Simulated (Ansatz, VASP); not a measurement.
**AlAs in VASP and in Ansatz**

```
Al As
1.0
     0.00000    2.81025    2.81025
     2.81025    0.00000    2.81025
     2.81025    2.81025    0.00000
Al As
1 1
Cartesian
  0.0000 0.0000 0.0000
  1.4051 1.4051 1.4051
```

Alike in both runs: task single point; functional r2SCAN; k mesh 6 × 6 × 6; no spin polarisation.

|  | VASP | Ansatz |
| --- | --- | --- |
| version | VASP 6.6.1 | Ansatz 0.2.0 |
| potentials or method | VASP PAW PBE potentials, release 64 (Al, As) | plane waves, PAW |
| plane-wave cutoff (eV) | 550 | 500 |
| occupations | gaussian, width 0.01 eV | fixed |
| valence electrons in the cell | 8 | 18 |

Ansatz gave:

* gap on the k mesh at the Fermi level (eV): 1.77
* pressure (GPa): 2.5

**Question.** Estimate VASP's values.

**Answer.** gap on the k mesh at the Fermi level (eV): 1.76; pressure (GPa): 2.5.

VASP's potentials were made for PBE, not for r2SCAN. VASP's potentials hold 8 valence electrons a cell and Ansatz's 18, so a difference there can come from the potentials and not from the codes.
